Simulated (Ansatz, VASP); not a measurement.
One calculation of KCl, two programs

```
K Cl
1.0
     0.00000    3.18788    3.18788
     3.18788    0.00000    3.18788
     3.18788    3.18788    0.00000
K Cl
1 1
Cartesian
  0.0000 0.0000 0.0000
  3.1879 3.1879 3.1879
```

Alike in both runs: task single point; functional PBEsol; k mesh 5 × 5 × 5; no spin polarisation.

```csv
,VASP,Ansatz
version,VASP 6.6.1,Ansatz 0.2.0
potentials or method,"VASP PAW PBE potentials, release 64 (K_sv, Cl), cutoff 520 eV","plane waves, PAW"
occupations,"gaussian, width 0.01 eV",fixed
valence electrons in the cell,16,16
```

|  | VASP | Ansatz | Ansatz less VASP |
| --- | --- | --- | --- |
| pressure (GPa) | -1.0 | -1.0 | -0.03 |

VASP's potentials were made for PBE, not for PBEsol.
